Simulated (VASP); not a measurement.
Co:

```xyz
2
Lattice="2.4874 0.0000 0.0000 -1.2437 2.1541 0.0000 0.0000 0.0000 4.0633" Properties=species:S:1:pos:R:3 pbc="T T T"
Co    1.2437    0.7180    1.0559
Co    0.0000    1.4361    3.0074
```

Base run:

```yaml
Program: VASP 6.6.1
Functional: BLYP
Potentials_or_basis: VASP PAW PBE potentials, release 64 (Co)
Cutoff: 520 eV
k_mesh: 15 × 15 × 8
Occupations: fermi-dirac, width 0.15 eV
Spin: collinear spin, ferromagnetic start
Starting_moments: "[2.5, 2.5] μB"
```

Its results: pressure 9.6 GPa; net moment 3.13 μB per cell; site moments Co +1.58 μB; largest force 0.581 eV/Å.

**Question.** The run is repeated on the same cell with these changes: functional from BLYP to LDA; potentials or basis from VASP PAW PBE potentials, release 64 (Co) to VASP PAW LDA potentials, release 64 (Co). What comes out?

**Answer.** Pressure -18.5 GPa; net moment 3.01 μB per cell; site moments Co +1.51 μB; largest force 0.446 eV/Å.

Caveats: the cell stands under pressure (at least some runs); the PAW data sets were made with another functional, which shifts forces and pressure a little (at least some runs); the cell stands under tension (at least some runs).
